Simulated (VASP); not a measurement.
Input of a VASP 6.6.1 run:

Contents of INCAR:

```
PREC     = Accurate       # precision mode
ENCUT    = 600            # plane-wave cutoff, eV
EDIFF    = 1E-6           # SCF threshold, eV
ISMEAR   = 0              # smearing method
SIGMA    = 0.1            # smearing width, eV
LREAL    = F              # projectors in reciprocal space
LASPH    = T              # aspherical terms in the spheres
NELM     = 120            # most SCF steps
ALGO     = Normal         # electronic algorithm
ISIF     = 2              # what is computed and relaxed
LWAVE    = F              # write WAVECAR
LCHARG   = F              # write CHGCAR
GGA      = PS             # functional
NBANDS   = 16             # bands
GGA_COMPAT= F
```

KPOINTS

```
Automatic mesh
0
Gamma
  6 6 4
```

The input POSCAR:

```
AlN
1.0
    3.5028847857      0.0000000000      0.0000000000
   -1.7514423928      3.0335872109      0.0000000000
    0.0000000000      0.0000000000      5.7507614063
Al N
2 2
Direct
    0.6666666667      0.3333333333      0.5002244459
    0.3333333333      0.6666666667      0.0002244459
    0.6666666667      0.3333333333      0.8747765541
    0.3333333333      0.6666666667      0.3747765541
```

Potentials or basis: VASP PAW PBE potentials, release 64 (Al, N).

Launch:

```console
$ cat potpaw_PBE.64/Al/POTCAR potpaw_PBE.64/N/POTCAR > POTCAR
$ mpirun -np 1 vasp_std > vasp.out
```

(1) Predict the largest force.

(2) What does it give for the pressure?

(3) What does it give for the band gap on the k mesh?

## Answers

(1) 0.163 eV/Å.

(2) -35.7 GPa.

(3) 1.26 eV.

Caveat: the cell stands under tension; the PAW data sets were made with another functional, which shifts forces and pressure a little.
